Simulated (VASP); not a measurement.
Input of a VASP 6.6.1 run:

INCAR

```
SYSTEM = Cl
ALGO = Normal
EDIFF = 1E-6
ENCUT = 520
GGA = PE
ISIF = 2
ISMEAR = -1
LASPH = .True.
LCHARG = .True.
LELF = .True.
LREAL = .False.
LVHAR = .True.
LWAVE = .False.
NBANDS = 14
NELM = 100
PREC = Accurate
SIGMA = 0.08
```

KPOINTS

```
k-points
0
Gamma
  14 14 14
  0 0 0
```

POSCAR

```
Cl
1.0
    0.0000000000      3.2364663573      3.2364663573
    3.2364663573      0.0000000000      3.2364663573
    3.2364663573      3.2364663573      0.0000000000
Cl
2
Direct
    0.0000000000      0.0000000000      0.0000000000
    0.2500000000      0.2500000000      0.2500000000
```

Potentials or basis: VASP PAW PBE potentials, release 64 (Cl).

Launch:

```sh
$ cat potpaw_PBE.64/Cl/POTCAR > POTCAR
$ mpirun -np 1 vasp_std > vasp.out
```

Q: Estimate the pressure.

A: -0.1 GPa.

Q: What does it give for the band gap on the k mesh?

A: Zero (bands 7 and 8 overlap by 1.16 eV).
